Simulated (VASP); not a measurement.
Runs of VASP 6.6.1 on Al. The structure is that of space group Im-3m (No. 229), or close to it. The cells are those of the table. 

```csv
cell,gap on the mesh (eV),pressure (GPa)
"a = 2.784 Å, angles 109.1, 109.1, 110.3°, 1 atom",none,-1.6
"a = 2.747 Å, angles 109.6, 109.6, 109.2°, 1 atom",none,1.3
"a = 2.765 Å, angles 109.3, 109.3, 109.7°, 1 atom",none,(b)
"a = 2.729 Å, angles 109.9, 109.9, 108.7°, 1 atom",none,3.0
"a = 2.719 Å, angles 110.0, 110.0, 108.4°, 1 atom",none,3.9
"a = 2.774 Å, angles 109.2, 109.2, 110.0°, 1 atom",none,-1.0
"a = 2.788 Å, angles 109.0, 109.0, 110.4°, 1 atom",none,-2.0
"a = 2.738 Å, angles 109.7, 109.7, 108.9°, 1 atom",none,2.1
"a = 2.793 Å, angles 108.9, 108.9, 110.5°, 1 atom",none,(a)
```

Alike in all rows: task single point; level LDA; potentials or basis VASP PAW LDA potentials, release 64 (Al); no spin polarisation; k mesh 20 × 20 × 20; cutoff (eV) 520; smearing methfessel-paxton 0.2 eV.

Question: Fill in the values left out.

Answer: (a) -2.3; (b) -0.2.

A gap of «none» marks levels without a gap at the run's occupations.
